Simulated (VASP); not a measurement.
## NaCu12: relaxation of the atoms with PBE

The system is NaCu12, a slab with vacuum.

```xyz
13
Lattice="5.1320 0.0000 0.0000 0.0000 5.1320 0.0000 0.0000 0.0000 19.0279" Properties=species:S:1:pos:R:3 pbc="T T T"
Cu    1.2830    1.2830    4.0000
Cu    1.2830    3.8490    4.0000
Cu    3.8490    1.2830    4.0000
Cu    3.8490    3.8490    4.0000
Cu    0.0000    0.0000    5.7640
Cu    0.0000    2.5660    5.7640
Cu    2.5660    0.0000    5.7640
Cu    2.5660    2.5660    5.7640
Cu    1.2830    1.2830    7.5279
Cu    1.2830    3.8490    7.5279
Cu    3.8490    1.2830    7.5279
Cu    3.8490    3.8490    7.5279
Na    1.2830    1.2830   10.5079
```

```json
{
  "Program": "VASP 6.6.1",
  "Task": "relaxation of the atoms",
  "Functional": "PBE",
  "Potentials or basis": "VASP PAW PBE potentials, release 64 (Cu, Na_pv)",
  "Cutoff": "520 eV",
  "k mesh": "5 × 5 × 1",
  "Occupations": "gaussian, width 0.1 eV",
  "Spin": "no spin polarisation",
  "Dipole correction": "yes",
  "Atoms held fixed (from 0)": "[0, 1, 2, 3, 4, 5, 6, 7, 8, 9, 10, 11, 12]",
  "Further INCAR settings": "ALGO = Normal; EDIFF = 1e-07; NELMDL = -8; IBRION = 2; EDIFFG = -0.025; NSW = 36"
}
```

| Quantity | Value |
| --- | --- |
| Energy gained by relaxing | 11.2 meV/atom |
| Ionic steps | 7 |
| Band gap on the k mesh | zero (an odd number of electrons rules out a gap without spin polarisation) |

Step by step:
```tsv
step	energy change (eV)	largest force on free atoms (eV/Å)	pressure (GPa)
1	0.0000	0.5836	-1.13
2	-0.0162	0.5658	-1.12
3	-0.0613	0.4964	-1.09
4	-0.1280	0.2710	-1.01
5	-0.0702	0.8009	-0.71
6	-0.1441	0.0984	-0.95
7	-0.1461	0.0098	-0.92
```

Final structure:
```
Cu Na
1.0
     5.13195    0.00000    0.00000
     0.00000    5.13195    0.00000
     0.00000    0.00000   19.02793
Cu Na
12 1
Direct
  0.25000 0.25000 0.21022
  0.25000 0.75000 0.21022
  0.75000 0.25000 0.21022
  0.75000 0.75000 0.21022
  0.00000 0.00000 0.30292
  0.00000 0.50000 0.30292
  0.50000 0.00000 0.30292
  0.50000 0.50000 0.30292
  0.25000 0.25000 0.39563
  0.25000 0.75000 0.39563
  0.75000 0.25000 0.39563
  0.75000 0.75000 0.39563
  0.25000 0.25000 0.53067
```

Levels at points of the mesh, in eV from the Fermi level:
| k point | band 66 | band 67 | band 68 | band 69 | band 70 | band 71 | band 72 | band 73 | band 74 | band 75 |
| --- | --- | --- | --- | --- | --- | --- | --- | --- | --- | --- |
| (0.00, 0.00, 0.00) | -1.13 | -0.22 | -0.22 | -0.17 | -0.17 | -0.06 | -0.06 | 0.06 | 1.16 | 2.66 |

It took 12 min on 4 MPI ranks on Intel(R) Xeon(R) 6975P-C (Granite Rapids), on a shared host, peak memory 0.67 GiB a rank.
